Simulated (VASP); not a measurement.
# K3Pd (Pm-3m) in VASP: a series of runs

K3Pd is run at these levels: PBEsol, PBE+D4, PBE+D3(BJ); tasks: single point.

Program: VASP 6.6.1. These are calculated values, not measurements. Logs are shortened: lines on timing, memory, paths and dates and some standing lists are left out, and cuts for length are marked.

## (1) The cell of the first run

It takes space group Pm-3m (No. 221, cubic). The conventional cell has a = 5.445 Å, b = 5.445 Å, c = 5.445 Å, α = 90.00°, β = 90.00°, γ = 90.00°. Within 5.1 Å of K (site symmetry 4/mmm) lie 8 K at 3.85 Å and 4 Pd at 3.85 Å. Within 5.1 Å of Pd (site symmetry m-3m) lie 12 K at 3.85 Å.

## (2) Single point, PBEsol

Input file INCAR:

```
  PREC = Accurate
  ENCUT = 520
  EDIFF = 1E-6
  ISMEAR = 0
  SIGMA = 0.1
  LREAL = False
  LASPH = True
  NELM = 100
  ALGO = Normal
  ISIF = 2
  LWAVE = False
  LCHARG = False
  GGA = PS
  NBANDS = 26
```

Input file KPOINTS:

```
Automatic mesh
0
Gamma
  4 4 4
```

Input file POSCAR:

```
K3Pd
1.0
    5.4450130000      0.0000000000      0.0000000000
    0.0000000000      5.4450130000      0.0000000000
    0.0000000000      0.0000000000      5.4450130000
K Pd
3 1
Direct
    0.5000000000      0.5000000000      0.0000000000
    0.5000000000      0.0000000000      0.5000000000
    0.0000000000      0.5000000000      0.5000000000
    0.0000000000      0.0000000000      0.0000000000
```

Potentials or basis: VASP PAW PBE potentials, release 64 (K_sv, Pd).

Run with:

```bash
> cat potpaw_PBE.64/K_sv/POTCAR potpaw_PBE.64/Pd/POTCAR > POTCAR
> mpirun -np 1 vasp_std > vasp.out
```

OUTCAR:

```text
PREC = Accurate
   ENCUT = 520
   EDIFF = 1E-6
   ISMEAR = 0
   LREAL = False
   LASPH = True
   NELM = 100
   ISIF = 2
   GGA = PS

 ion  position               nearest neighbor table
   1  0.500  0.500  0.000-
   2  0.500  0.000  0.500-
   3  0.000  0.500  0.500-
   4  0.000  0.000  0.000-

  LATTYP: Found a simple cubic cell.
 ALAT       =     5.4450130000

  Lattice vectors:

 A1 = (   5.4450130000,   0.0000000000,   0.0000000000)
 A2 = (   0.0000000000,   5.4450130000,   0.0000000000)
 A3 = (   0.0000000000,   0.0000000000,   5.4450130000)

Analysis of symmetry for initial positions (statically):
=====================================================================
 Subroutine PRICEL returns:
 Original cell was already a primitive cell.

 Routine SETGRP: Setting up the symmetry group for a
 simple cubic supercell.

 Subroutine GETGRP returns: Found 48 space group operations
 (whereof 48 operations were pure point group operations)
 out of a pool of 48 trial point group operations.

The static configuration has the point symmetry O_h .

Analysis of symmetry for dynamics (positions and initial velocities):
=====================================================================
 Subroutine PRICEL returns:
 Original cell was already a primitive cell.

 Routine SETGRP: Setting up the symmetry group for a
 simple cubic supercell.

 Subroutine GETGRP returns: Found 48 space group operations
 (whereof 48 operations were pure point group operations)
 out of a pool of 48 trial point group operations.

The dynamic configuration has the point symmetry O_h .

 Subroutine INISYM returns: Found 48 space group operations
 (whereof 48 operations are pure point group operations),
 and found     1 'primitive' translations

----------------------------------------------------------------------------------------

                                     Primitive cell

  volume of cell :     161.4347

  direct lattice vectors                    reciprocal lattice vectors
     5.445013000  0.000000000  0.000000000     0.183654291  0.000000000  0.000000000
     0.000000000  5.445013000  0.000000000     0.000000000  0.183654291  0.000000000
     0.000000000  0.000000000  5.445013000     0.000000000  0.000000000  0.183654291

  length of vectors
     5.445013000  5.445013000  5.445013000     0.183654291  0.183654291  0.183654291

  position of ions in fractional coordinates (direct lattice)
     0.500000000  0.500000000  0.000000000
     0.500000000  0.000000000  0.500000000
     0.000000000  0.500000000  0.500000000
     0.000000000  0.000000000  0.000000000

  ion indices of the primitive-cell ions
   primitive index   ion index
                 1           1
                 2           2
                 3           3
                 4           4

----------------------------------------------------------------------------------------

 KPOINTS: Automatic mesh

Automatic generation of k-mesh.
 Grid dimensions read from file:
 generate k-points for:    4    4    4

 Generating k-lattice:

  Cartesian coordinates                     Fractional coordinates (reciprocal lattice)
     0.045913573  0.000000000  0.000000000     0.250000000  0.000000000  0.000000000
     0.000000000  0.045913573  0.000000000     0.000000000  0.250000000  0.000000000
     0.000000000  0.000000000  0.045913573     0.000000000  0.000000000  0.250000000

  Length of vectors
     0.045913573  0.045913573  0.045913573

  Shift w.r.t. Gamma in fractional coordinates (k-lattice)
     0.000000000  0.000000000  0.000000000

 Subroutine IBZKPT returns following result:
 ===========================================

 Found     10 irreducible k-points:

 Following reciprocal coordinates:
            Coordinates               Weight
  0.000000  0.000000  0.000000      1.000000
  0.250000  0.000000  0.000000      6.000000
  0.500000  0.000000  0.000000      3.000000
  0.250000  0.250000  0.000000     12.000000
  0.500000  0.250000  0.000000     12.000000
  0.500000  0.500000  0.000000      3.000000
  0.250000  0.250000  0.250000      8.000000
  0.500000  0.250000  0.250000     12.000000
  0.500000  0.500000  0.250000      6.000000
  0.500000  0.500000  0.500000      1.000000
   k-points           NKPTS =     10   k-points in BZ     NKDIM =     10   number of bands    NBANDS=     26
   number of dos      NEDOS =    301   number of ions     NIONS =      4
   total plane-waves  NPLWV =  64000
   dimension x,y,z NGX =    40 NGY =   40 NGZ =   40
   dimension x,y,z NGXF=    80 NGYF=   80 NGZF=   80
   ions per type =               3   1
   NGX,Y,Z   is equivalent  to a cutoff of  12.21, 12.21, 12.21 a.u.
   NGXF,Y,Z  is equivalent  to a cutoff of  24.43, 24.43, 24.43 a.u.
 SYSTEM =  unknown system
   PREC   = accura    normal or accurate (medium, high low for compatibility)
   ISTART =      0    job   : 0-new  1-cont  2-samecut
   ICHARG =      2    charge: 1-file 2-atom 10-const
   ISPIN  =      1    spin polarized calculation?
   LNONCOLLINEAR =      F non collinear calculations
   LSORBIT =      F    spin-orbit coupling
   LASPH  =      T    aspherical Exc in radial PAW
   ENCUT  =  520.0 eV  38.22 Ry    6.18 a.u.  10.12 10.12 10.12*2*pi/ulx,y,z
   NELM   =    100;   NELMIN=  2; NELMDL= -5     # of ELM steps
   EDIFF  = 0.1E-05   stopping-criterion for ELM
   LREAL  =      F    real-space projection
   EDIFFG = 0.1E-04   stopping-criterion for IOM
   NSW    =      0    number of steps for IOM
   IBRION =     -1    ionic relax: 0-MD 1-quasi-New 2-CG
   NFREE  =      0    steps in history (QN), initial steepest desc. (CG)
   ISIF   =      2    stress and relaxation
   ISYM   =      2    0-nonsym 1-usesym 2-fastsym
   POTIM  = 0.5000    time-step for ionic-motion
   TEBEG  =    0.0;   TEEND  =   0.0 temperature during run
   PSTRESS=    0.0 pullay stress
   NELECT =      37.0000    total number of electrons
   NUPDOWN=      -1.0000    fix difference up-down
   EMIN   =  10.00;   EMAX   =-10.00  energy-range for DOS
   EFERMI =   0.00;   METHOD = LEGACY
   ISMEAR =     0;   SIGMA  =   0.10  broadening in eV -4-tet -1-fermi 0-gaus
   EFERMI_NEDOS =   21; number of points for ismear=-14 and -15
   IALGO  =     38    algorithm
   IMIX   =      4    mixing-type and parameters
     AMIX     =   0.40;   BMIX     =  1.00
     AMIX_MAG =   1.60;   BMIX_MAG =  1.00
  volume/ion in A,a.u.               =      40.36       272.35
  Fermi-wavevector in a.u.,A,eV,Ry     =   1.001866  1.893253 13.656662  1.003736
  Thomas-Fermi vector in A             =   2.134316
   LORBIT       =      0    0 simple, 1 ext, 2 COOP (PROOUT), +10 PAW based schemes
   GGA     = PS    functional components
   LHFCALC =     F    Hartree Fock is set to
   AEXX    =    0.0000 exact exchange contribution
   IVDW    =     0    specifies the selected vdW correction
   LEPSILON=     F    determine dielectric tensor
   LRPA    =     F    only Hartree local field effects (RPA)
 non-spin polarized calculation
 Gauss-broadening in eV      SIGMA  =   0.10
  energy-cutoff  :      520.00
  volume of cell :      161.43
 maximum number of plane-waves:      4385
   NGX = 21   NGY = 21   NGZ = 21

 number of electron      37.0000014 magnetization

 Free energy of the ion-electron system (eV)
  ---------------------------------------------------
  ext. energy  EPLUGINS =         0.00000000
  ---------------------------------------------------
  free energy    TOTEN  =        -8.20493164 eV

  energy without entropy =       -8.19288839  energy(sigma->0) =       -8.19891001

 E-fermi :   1.1887     XC(G=0):  -7.4877

 val. band max:        1.1843859685   @ k =   0.2500   0.0000   0.0000
 cond. band min:       1.2633247030   @ k =   0.2500   0.2500   0.0000
 fundamental gap:      0.0789387345
 Fermi energy:         1.1886937771

 k-point     1 :       0.0000    0.0000    0.0000
  band No.  band energies     occupation
      1     -30.4346      2.00000
      2     -30.3815      2.00000
      3     -30.3815      2.00000
      4     -14.1638      2.00000
      5     -14.1638      2.00000
      6     -14.1638      2.00000
[... 18 lines left out ...]
     25       4.5182      0.00000
     26       4.5182      0.00000

 k-point     2 :       0.2500    0.0000    0.0000
  band No.  band energies     occupation
      1     -30.4278      2.00000
      2     -30.3882      2.00000
      3     -30.3814      2.00000
      4     -14.1435      2.00000
      5     -14.1435      2.00000
      6     -14.1306      2.00000
[... 18 lines left out ...]
     25       4.6601      0.00000
     26       4.6601      0.00000

 k-point     3 :       0.5000    0.0000    0.0000
  band No.  band energies     occupation
      1     -30.4168      2.00000
      2     -30.3991      2.00000
      3     -30.3814      2.00000
      4     -14.1193      2.00000
      5     -14.1193      2.00000
      6     -14.0765      2.00000
[... 18 lines left out ...]
     25       4.7700      0.00000
     26       4.7888      0.00000

 k-point     4 :       0.2500    0.2500    0.0000
  band No.  band energies     occupation
      1     -30.4218      2.00000
      2     -30.3902      2.00000
      3     -30.3853      2.00000
      4     -14.1777      2.00000
      5     -14.1223      2.00000
      6     -14.0600      2.00000
[... 18 lines left out ...]
     25       4.9039      0.00000
     26       5.0510      0.00000

 k-point     5 :       0.5000    0.2500    0.0000
  band No.  band energies     occupation
      1     -30.4116      2.00000
      2     -30.3990      2.00000
      3     -30.3865      2.00000
      4     -14.1811      2.00000
      5     -14.0963      2.00000
      6     -14.0164      2.00000
[... 18 lines left out ...]
     25       4.7923      0.00000
     26       5.1789      0.00000

 k-point     6 :       0.5000    0.5000    0.0000
  band No.  band energies     occupation
      1     -30.3990      2.00000
      2     -30.3989      2.00000
      3     -30.3989      2.00000
      4     -14.2126      2.00000
      5     -14.0663      2.00000
      6     -14.0535      2.00000
[... 18 lines left out ...]
     25       4.6647      0.00000
     26       5.4087      0.00000

 k-point     7 :       0.2500    0.2500    0.2500
  band No.  band energies     occupation
      1     -30.4167      2.00000
      2     -30.3902      2.00000
      3     -30.3902      2.00000
      4     -14.2301      2.00000
      5     -14.0477      2.00000
      6     -14.0477      2.00000
[... 18 lines left out ...]
     25       4.5836      0.00000
     26       5.3303      0.00000

 k-point     8 :       0.5000    0.2500    0.2500
  band No.  band energies     occupation
      1     -30.4078      2.00000
      2     -30.3989      2.00000
      3     -30.3901      2.00000
      4     -14.2530      2.00000
      5     -14.0214      2.00000
      6     -14.0179      2.00000
[... 18 lines left out ...]
     25       4.5283      0.00000
     26       5.5613      0.00000

 k-point     9 :       0.5000    0.5000    0.2500
  band No.  band energies     occupation
      1     -30.3989      2.00000
      2     -30.3989      2.00000
      3     -30.3989      2.00000
      4     -14.2932      2.00000
      5     -14.0522      2.00000
      6     -14.0119      2.00000
[... 18 lines left out ...]
     25       3.8685      0.00000
     26       5.8963      0.00000

 k-point    10 :       0.5000    0.5000    0.5000
  band No.  band energies     occupation
      1     -30.3988      2.00000
      2     -30.3988      2.00000
      3     -30.3988      2.00000
      4     -14.3442      2.00000
      5     -14.0510      2.00000
      6     -14.0510      2.00000
[... 18 lines left out ...]
     25       2.8451      0.00000
     26       6.1867      0.00000

------------------------ aborting loop because EDIFF is reached ----------------------------------------

  FORCE on cell =-STRESS in cart. coord.  units (eV):
  Direction    XX          YY          ZZ          XY          YZ          ZX
  --------------------------------------------------------------------------------------
  -------------------------------------------------------------------------------------
  Total       -0.7504519     -0.7504519     -0.7504519     -0.0000000      0.0000000     -0.0000000
  in kB       -7.4479491     -7.4479491     -7.4479491     -0.0000000      0.0000000     -0.0000000
  external PRESSURE =      -7.4479491 kB  Pullay stress =       0.0000000 kB

 VOLUME and BASIS-vectors are now :
 -----------------------------------------------------------------------------
  energy-cutoff  :      520.00
  volume of cell :      161.43
      direct lattice vectors                 reciprocal lattice vectors
     5.445013000  0.000000000  0.000000000     0.183654291  0.000000000  0.000000000
     0.000000000  5.445013000  0.000000000     0.000000000  0.183654291  0.000000000
     0.000000000  0.000000000  5.445013000     0.000000000  0.000000000  0.183654291

 POSITION                                       TOTAL-FORCE (eV/Angst)
 -----------------------------------------------------------------------------------
      2.72251      2.72251      0.00000         0.000000      0.000000      0.000000
      2.72251      0.00000      2.72251         0.000000      0.000000      0.000000
      0.00000      2.72251      2.72251         0.000000      0.000000      0.000000
      0.00000      0.00000      0.00000         0.000000      0.000000      0.000000
 -----------------------------------------------------------------------------------
    total drift:                               -0.000000     -0.000000     -0.000000

  FREE ENERGIE OF THE ION-ELECTRON SYSTEM (eV)
  ---------------------------------------------------
  free  energy   TOTEN  =        -8.2049316413 eV

  energy  without entropy=       -8.1928883884  energy(sigma->0) =       -8.19891001
```

Run time: 73 s. Hardware: 1 thread of Intel Xeon 8259CL, shared host; peak memory 0.24 GiB.

Results:

- Free energy: -8.2049 eV
- Pressure: -0.7 GPa
- Band gap on the k mesh: zero (an odd number of electrons rules out a gap without spin polarisation)

Caveat: the PAW data sets were made with another functional, which shifts forces and pressure a little.

## (3) Single point, PBE+D4

Input file INCAR:

```
  ALGO = Normal
  EDIFF = 1E-6
  ENCUT = 520
  GGA = PE
  ISIF = 2
  ISMEAR = 0
  IVDW = 13
  LASPH = T
  LCHARG = T
  LELF = T
  LREAL = F
  LVHAR = T
  LWAVE = F
  NBANDS = 26
  NELM = 80
  PREC = Accurate
  SIGMA = 0.1
```

Input file KPOINTS:

```
k-points
0
Gamma
  4 4 4
```

POSCAR is that of step 2.

Potentials or basis: VASP PAW PBE potentials, release 64 (K_sv, Pd).

Run with:

```bash
> cat potpaw_PBE.64/K_sv/POTCAR potpaw_PBE.64/Pd/POTCAR > POTCAR
> mpirun -np 1 vasp_std > vasp.out
```

Run time: 88 s. Hardware: 1 thread of Intel Xeon 8259CL, shared host; peak memory 0.25 GiB.

The run converged. Its results:

```yaml
Free_energy: -7.8733 eV
Pressure: -0.3 GPa
Band_gap_on_the_k_mesh: zero (an odd number of electrons rules out a gap without spin polarisation)
Dispersion_energy_per_atom: -0.073 eV
```

Levels at points of the mesh, in eV from the Fermi level:
| k point | band 15 | band 16 | band 17 | band 18 | band 19 | band 20 | band 21 | band 22 |
| --- | --- | --- | --- | --- | --- | --- | --- | --- |
| (0.00, 0.00, 0.00) | -1.33 | -1.18 | -1.18 | -1.18 | 0.17 | 2.71 | 2.71 | 2.71 |
| (0.50, 0.00, 0.00) | -1.15 | -1.15 | -1.15 | -1.10 | -0.96 | 1.45 | 2.36 | 2.36 |
| (0.50, 0.50, 0.00) | -1.15 | -1.15 | -1.03 | -0.79 | 0.21 | 0.21 | 0.50 | 2.50 |
| (0.50, 0.50, 0.50) | -1.32 | -1.05 | -1.05 | -0.74 | 1.38 | 1.49 | 1.49 | 1.49 |

## (4) Single point, PBE+D3(BJ)

Input file INCAR:

```
SYSTEM = K3Pd
ALGO = Fast ; EDIFF = 1E-6
ENCUT = 520 ; GGA = PE
ISIF = 2 ; ISMEAR = 0
IVDW = 12 ; LASPH = .TRUE.
LCHARG = .TRUE. ; LELF = .TRUE.
LREAL = .FALSE. ; LVHAR = .TRUE.
LWAVE = .FALSE. ; NBANDS = 26
NELM = 80 ; PREC = Accurate
SIGMA = 0.1
```

Input file KPOINTS:

```
k-points
0
G
  4 4 4
  0 0 0
```

POSCAR is that of step 3.

Potentials or basis: VASP PAW PBE potentials, release 64 (K_sv, Pd).

Run with:

```bash
> cat potpaw_PBE.64/K_sv/POTCAR potpaw_PBE.64/Pd/POTCAR > POTCAR
> mpirun -np 1 vasp_std > vasp.out
```

OUTCAR:

```text
SYSTEM = K3Pd
   EDIFF = 1E-6
   ENCUT = 520
   GGA = PE
   ISIF = 2
   ISMEAR = 0
   IVDW = 12
   LASPH = .TRUE.
   LREAL = .FALSE.
   NELM = 80
   PREC = Accurate
 IVDW          = 12

 ion  position               nearest neighbor table
   1  0.500  0.500  0.000-
   2  0.500  0.000  0.500-
   3  0.000  0.500  0.500-
   4  0.000  0.000  0.000-

  LATTYP: Found a simple cubic cell.
 ALAT       =     5.4450130000
[... 469 lines left out ...]

 Edisp (eV)   -0.84197

 E8    (eV) :    -0.4286

  FORCE on cell =-STRESS in cart. coord.  units (eV):
  Direction    XX          YY          ZZ          XY          YZ          ZX
  --------------------------------------------------------------------------------------
  -------------------------------------------------------------------------------------
  Total      -0.94055    -0.94055    -0.94055     0.00000    -0.00000    -0.00000
  in kB      -9.33460    -9.33460    -9.33460     0.00000    -0.00000    -0.00000
  external pressure =       -9.33 kB  Pullay stress =        0.00 kB

 VOLUME and BASIS-vectors are now :
 -----------------------------------------------------------------------------
  energy-cutoff  :      520.00
  volume of cell :      161.43
      direct lattice vectors                 reciprocal lattice vectors
     5.445013000  0.000000000  0.000000000     0.183654291  0.000000000  0.000000000
     0.000000000  5.445013000  0.000000000     0.000000000  0.183654291  0.000000000
     0.000000000  0.000000000  5.445013000     0.000000000  0.000000000  0.183654291

 POSITION                                       TOTAL-FORCE (eV/Angst)
 -----------------------------------------------------------------------------------
      2.72251      2.72251      0.00000         0.000000      0.000000      0.000000
      2.72251      0.00000      2.72251         0.000000      0.000000      0.000000
      0.00000      2.72251      2.72251         0.000000      0.000000      0.000000
      0.00000      0.00000      0.00000         0.000000      0.000000      0.000000
 -----------------------------------------------------------------------------------
    total drift:                                0.000000      0.000000     -0.000000

  FREE ENERGIE OF THE ION-ELECTRON SYSTEM (eV)
  ---------------------------------------------------
  free  energy   TOTEN  =        -8.4226196725 eV

  energy  without entropy=       -8.4106603750  energy(sigma->0) =       -8.41664002
```

stdout:

```text
POSCAR found type information on POSCAR K Pd
 POSCAR found :  2 types and       4 ions
 scaLAPACK will be used
 LDA part: xc-table for (Slater+PW92), standard interpolation
 POSCAR, INCAR and KPOINTS ok, starting setup
 FFT: planning ... GRIDC
 FFT: planning ... GRID_SOFT
 FFT: planning ... GRID
 WAVECAR not read
 entering main loop
```

Wall time 2.1 min (1 thread of Intel Xeon 8259CL, shared host); peak memory 0.25 GiB.

What came out:

| Item | Value |
| --- | --- |
| Free energy | -8.4226 eV |
| Pressure | -0.9 GPa |
| Band gap on the k mesh | zero (an odd number of electrons rules out a gap without spin polarisation) |
| Dispersion energy per atom | -0.210 eV |

Caveat: three body term missing.

## (5) The runs side by side

| level | gap on the mesh (eV) | pressure (GPa) |
| --- | --- | --- |
| PBEsol | none | -0.7 |
| PBE+D4 | none | -0.3 |
| PBE+D3(BJ) | none | -0.9 |

Alike in all rows: task single point; potentials or basis VASP PAW PBE potentials, release 64 (K_sv, Pd); no spin polarisation; cell as given; k mesh 4 × 4 × 4; cutoff (eV) 520; smearing gaussian 0.1 eV.

The pressure there spans -0.9 GPa (PBE+D3(BJ)) to -0.3 GPa (PBE+D4); a positive pressure means that this level wants a larger cell, a negative one a smaller.

Caveats: the PAW data sets were made with another functional, which shifts forces and pressure a little (at least some runs); three body term missing (at least some runs).

Absolute energies hang on the potentials; compare differences alone.
